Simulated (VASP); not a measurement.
Wanted: the native input for a VASP 6.6.1 run.

```yaml
Task: single point
Functional: r2SCAN
Potentials_or_basis: VASP PAW PBE potentials, release 64 (Ga_d, Sb)
Cutoff: 520 eV
k_mesh: 8 × 8 × 8
Occupations: fermi-dirac, width 0.02 eV
Spin: no spin polarisation
Dipole_correction: no
Further_INCAR_settings: ALGO = Normal; EDIFF = 1e-06; NBANDS = 16
```

The system is GaSb.

```
Ga Sb
1.0
     0.00000    3.06588    3.06588
     3.06588    0.00000    3.06588
     3.06588    3.06588    0.00000
Ga Sb
1 1
Direct
  0.00000 0.00000 0.00000
  0.25000 0.25000 0.25000
```

The input as run:

POSCAR

```
GaSb
1.0
    0.0000000000      3.0658787979      3.0658787979
    3.0658787979      0.0000000000      3.0658787979
    3.0658787979      3.0658787979      0.0000000000
Ga Sb
1 1
Direct
    0.0000000000      0.0000000000      0.0000000000
    0.2500000000      0.2500000000      0.2500000000
```

INCAR.step1

```
SYSTEM = GaSb
PREC = Accurate
ENCUT = 520
ISMEAR = -1
SIGMA = 0.02
LREAL = .FALSE.
LASPH = .TRUE.
NELM = 80
NBANDS = 16
GGA = PE
ALGO = Normal
EDIFF = 1E-4
LWAVE = .TRUE.
LCHARG = .FALSE.
```

INCAR.step2

```
SYSTEM = GaSb
PREC = Accurate
ENCUT = 520
EDIFF = 1E-6
ISMEAR = -1
SIGMA = 0.02
LREAL = .FALSE.
LASPH = .TRUE.
NELM = 80
ALGO = Normal
ISIF = 2
LWAVE = .FALSE.
LCHARG = .FALSE.
METAGGA = R2SCAN
LMIXTAU = .TRUE.
NBANDS = 16
ISTART = 1
```

KPOINTS

```
Automatic mesh
0
G
  8 8 8
  0 0 0
```

Potentials or basis: VASP PAW PBE potentials, release 64 (Ga_d, Sb).

Run with:

```console
$ cat potpaw_PBE.64/Ga_d/POTCAR potpaw_PBE.64/Sb/POTCAR > POTCAR
$ cp INCAR.step1 INCAR
$ mpirun -np 1 vasp_std > vasp.out
$ cp INCAR.step2 INCAR
$ mpirun -np 1 vasp_std > vasp.out
```

Results of the run:

```yaml
Pressure: 0.1 GPa
Band_gap_on_the_k_mesh: 0.40 eV
```

Caveat: semilocal functionals underestimate gaps, and a narrow one can read as zero; the PAW data sets were made with another functional, which shifts forces and pressure a little; spin-orbit coupling is left out, which moves the levels of the heavy elements.

It took 79 s on 1 thread of Intel Xeon 8259CL, with other jobs on the host, peak memory 0.2 GiB.
